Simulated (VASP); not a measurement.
# ZnCd3O4 (P-43m) in VASP: density of states with LDA

Aim: the density of states of ZnCd3O4 with LDA.

Everything below comes from runs of VASP 6.6.1. Logs are shortened: lines on timing, memory, paths and dates and some standing lists are left out, and cuts for length are marked.

## (1) The cell of the first run

The structure is cubic, space group P-43m (No. 215). Conventional cell: a = 4.999 Å, b = 4.999 Å, c = 4.999 Å, α = 90.00°, β = 90.00°, γ = 90.00°. Zn (site symmetry -43m) has 4 O at 2.01 Å within 2.7 Å. Within 2.9 Å of Cd (site symmetry -42m) lie 4 O at 2.22 Å. Within 2.7 Å of O (site symmetry 3m) lie 1 Zn at 2.01 Å and 3 Cd at 2.22 Å.

## (2) Density of states, LDA

The input, POSCAR:

```
ZnCd3O4
1.0
    4.9987277000      0.0000000000      0.0000000000
    0.0000000000      4.9987277000      0.0000000000
    0.0000000000      0.0000000000      4.9987277000
Zn Cd O
1 3 4
Direct
    0.0000000000      0.0000000000      0.0000000000
    0.0000000000      0.5000000000      0.5000000000
    0.5000000000      0.0000000000      0.5000000000
    0.5000000000      0.5000000000      0.0000000000
    0.7678240000      0.7678240000      0.2321760000
    0.7678240000      0.2321760000      0.7678240000
    0.2321760000      0.7678240000      0.7678240000
    0.2321760000      0.2321760000      0.2321760000
```

The input, INCAR.step1:

```
PREC = Accurate
ENCUT = 520
EDIFF = 1E-6
ISMEAR = 0
SIGMA = 0.1
LREAL = False
LASPH = True
NELM = 60
ALGO = Normal
ISIF = 2
LWAVE = False
LCHARG = True
GGA = CA
NBANDS = 46
```

The input, KPOINTS.step1:

```
Automatic mesh
0
Gamma
  8 8 8
```

The input, INCAR.step2:

```
PREC = Accurate
ENCUT = 520
EDIFF = 1E-6
ISMEAR = -5
SIGMA = 0.1
LREAL = False
LASPH = True
NELM = 60
ALGO = Normal
ISIF = 2
LWAVE = False
LCHARG = False
GGA = CA
LORBIT = 11
NBANDS = 46
NEDOS = 2001
ICHARG = 11
```

The input, KPOINTS.step2:

```
Automatic mesh
0
Gamma
  12 12 12
```

Potentials or basis: VASP PAW LDA potentials, release 64 (Zn, Cd, O).

Started as:

```console
$ cat potpaw_LDA.64/Zn/POTCAR potpaw_LDA.64/Cd/POTCAR potpaw_LDA.64/O/POTCAR > POTCAR
$ cp INCAR.step1 INCAR
$ cp KPOINTS.step1 KPOINTS
$ mpirun -np 1 vasp_std > vasp.out
$ cp INCAR.step2 INCAR
$ cp KPOINTS.step2 KPOINTS
$ mpirun -np 1 vasp_std > vasp.out
```

OUTCAR:

```text
PREC = Accurate
   ENCUT = 520
   EDIFF = 1E-6
   ISMEAR = -5
   LREAL = False
   LASPH = True
   NELM = 60
   ISIF = 2
   GGA = CA
   LORBIT = 11
   ICHARG = 11

 ion  position               nearest neighbor table
   1  0.000  0.000  0.000-   5 2.01   6 2.01   7 2.01   8 2.01
   2  0.000  0.500  0.500-   5 2.22   6 2.22   7 2.22   8 2.22   3 3.53   4 3.53   4 3.53   3 3.53
                             3 3.53   4 3.53   4 3.53   3 3.53
   3  0.500  0.000  0.500-   5 2.22   6 2.22   7 2.22   8 2.22   2 3.53   4 3.53   4 3.53   2 3.53
                             4 3.53   4 3.53   2 3.53   2 3.53
   4  0.500  0.500  0.000-   5 2.22   6 2.22   7 2.22   8 2.22   2 3.53   3 3.53   2 3.53   3 3.53
                             3 3.53   3 3.53   2 3.53   2 3.53
   5  0.768  0.768  0.232-   1 2.01   2 2.22   3 2.22   4 2.22
   6  0.768  0.232  0.768-   1 2.01   2 2.22   3 2.22   4 2.22
   7  0.232  0.768  0.768-   1 2.01   2 2.22   3 2.22   4 2.22
   8  0.232  0.232  0.232-   1 2.01   2 2.22   3 2.22   4 2.22

  LATTYP: Found a simple cubic cell.
 ALAT       =     4.9987277000

  Lattice vectors:

 A1 = (   4.9987277000,   0.0000000000,   0.0000000000)
 A2 = (   0.0000000000,   4.9987277000,   0.0000000000)
 A3 = (   0.0000000000,   0.0000000000,   4.9987277000)

Analysis of symmetry for initial positions (statically):
=====================================================================
 Subroutine PRICEL returns:
 Original cell was already a primitive cell.

 Routine SETGRP: Setting up the symmetry group for a
 simple cubic supercell.

 Subroutine GETGRP returns: Found 24 space group operations
 (whereof 24 operations were pure point group operations)
 out of a pool of 48 trial point group operations.

The static configuration has the point symmetry T_d .

Analysis of symmetry for dynamics (positions and initial velocities):
=====================================================================
 Subroutine PRICEL returns:
 Original cell was already a primitive cell.

 Routine SETGRP: Setting up the symmetry group for a
 simple cubic supercell.

 Subroutine GETGRP returns: Found 24 space group operations
 (whereof 24 operations were pure point group operations)
 out of a pool of 48 trial point group operations.

The dynamic configuration has the point symmetry T_d .

 Subroutine INISYM returns: Found 24 space group operations
 (whereof 24 operations are pure point group operations),
[... 127 lines left out ...]
   IALGO  =     38    algorithm
   IMIX   =      4    mixing-type and parameters
     AMIX     =   0.40;   BMIX     =  1.00
     AMIX_MAG =   1.60;   BMIX_MAG =  1.00
  volume/ion in A,a.u.               =      15.61       105.36
  Fermi-wavevector in a.u.,A,eV,Ry     =   1.362468  2.574690 25.256739  1.856318
  Thomas-Fermi vector in A             =   2.488955
   LORBIT       =     11    0 simple, 1 ext, 2 COOP (PROOUT), +10 PAW based schemes
   GGA     = CA    functional components
   LHFCALC =     F    Hartree Fock is set to
   AEXX    =    0.0000 exact exchange contribution
   IVDW    =     0    specifies the selected vdW correction
   LEPSILON=     F    determine dielectric tensor
   LRPA    =     F    only Hartree local field effects (RPA)
 non-spin polarized calculation
 Fermi weights with tetrahedron method with Bloechl corrections
  energy-cutoff  :      520.00
  volume of cell :      124.90
 maximum number of plane-waves:      3407
 NGX is ok and might be reduce to    40

 number of electron      72.0000072 magnetization

 Free energy of the ion-electron system (eV)
  ---------------------------------------------------
  ext. energy  EPLUGINS =         0.00000000
  ---------------------------------------------------
  free energy    TOTEN  =       -37.75597620 eV

  energy without entropy =      -37.75597620  energy(sigma->0) =      -37.75597620

 E-fermi :   0.0035     XC(G=0): -10.7434

 val. band max:        0.0030842869   @ k =   0.0000   0.0000   0.0000
 cond. band min:       0.0030843077   @ k =   0.0000   0.0000   0.0000
 fundamental gap:      0.0000000208
 Fermi energy:         0.0035039654

 k-point     1 :       0.0000    0.0000    0.0000
  band No.  band energies     occupation
      1     -16.6404      2.00000
      2     -16.1425      2.00000
      3     -16.1425      2.00000
      4     -16.1425      2.00000
      5      -6.9488      2.00000
      6      -6.8529      2.00000
[... 1165 lines left out ...]
     45       9.0589      0.00000
     46       9.2917      0.00000

 [... further k-points ...]

------------------------ aborting loop because EDIFF is reached ----------------------------------------

  FORCE on cell =-STRESS in cart. coord.  units (eV):
  Direction    XX          YY          ZZ          XY          YZ          ZX
  --------------------------------------------------------------------------------------
  -------------------------------------------------------------------------------------
  Total       -6.0838759     -6.0838759     -6.0838759      0.0000000      0.0000000     -0.0000000
  in kB      -78.0391429    -78.0391429    -78.0391429      0.0000000      0.0000000     -0.0000000
  external PRESSURE =     -78.0391429 kB  Pullay stress =       0.0000000 kB

 VOLUME and BASIS-vectors are now :
 -----------------------------------------------------------------------------
  energy-cutoff  :      520.00
  volume of cell :      124.90
      direct lattice vectors                 reciprocal lattice vectors
     4.998727700  0.000000000  0.000000000     0.200050905  0.000000000  0.000000000
     0.000000000  4.998727700  0.000000000     0.000000000  0.200050905  0.000000000
     0.000000000  0.000000000  4.998727700     0.000000000  0.000000000  0.200050905

 POSITION                                       TOTAL-FORCE (eV/Angst)
 -----------------------------------------------------------------------------------
      0.00000      0.00000      0.00000         0.000000     -0.000000     -0.000000
      0.00000      2.49936      2.49936         0.000000      0.000000      0.000000
      2.49936      0.00000      2.49936         0.000000      0.000000     -0.000000
      2.49936      2.49936      0.00000         0.000000      0.000000      0.000000
      3.83814      3.83814      1.16058         0.026770      0.026770     -0.026770
      3.83814      1.16058      3.83814         0.026770     -0.026770      0.026770
      1.16058      3.83814      3.83814        -0.026770      0.026770      0.026770
      1.16058      1.16058      1.16058        -0.026770     -0.026770     -0.026770
 -----------------------------------------------------------------------------------
    total drift:                                0.000000      0.000000      0.000000

  FREE ENERGIE OF THE ION-ELECTRON SYSTEM (eV)
  ---------------------------------------------------
  free  energy   TOTEN  =       -37.7559762046 eV

  energy  without entropy=      -37.7559762046  energy(sigma->0) =      -37.75597620

 total charge

# of ion       s       p       d       tot
------------------------------------------
    1        0.454   0.447   9.876  10.777
    2        0.375   0.290   9.612  10.276
    3        0.375   0.290   9.612  10.276
    4        0.375   0.290   9.612  10.276
    5        1.548   3.348   0.000   4.897
    6        1.548   3.348   0.000   4.897
    7        1.548   3.348   0.000   4.897
    8        1.548   3.348   0.000   4.897
--------------------------------------------------
tot          7.771  14.710  38.712  61.193
```

It took 3.2 min on 1 thread of Intel Xeon 6975P-C (Granite Rapids), shared host; peak memory 0.48 GiB.

What came out:

| Quantity | Value |
| --- | --- |
| Valence electrons inside the program's atomic spheres | Zn 10.78; Cd 10.28; O 4.90 |

Levels at points of the mesh, in eV from the Fermi level:
```tsv
k point	band 32	band 33	band 34	band 35	band 36	band 37	band 38	band 39	band 40	band 41
(0.00, 0.00, 0.00)	-1.75	-1.75	-0.24	0.00	0.00	0.00	4.82	4.82	4.82	6.95
(0.50, 0.00, 0.00)	-1.69	-0.92	-0.92	-0.66	-0.66	2.61	2.81	6.47	6.47	6.88
(0.50, 0.50, 0.00)	-1.32	-0.76	-0.70	-0.70	-0.38	3.75	4.36	4.36	5.27	7.54
(0.50, 0.50, 0.50)	-0.72	-0.72	-0.72	-0.42	-0.42	3.87	4.18	4.18	4.18	6.66
```

Caveat: tetrahedron occupations give inexact forces and stress in metals.
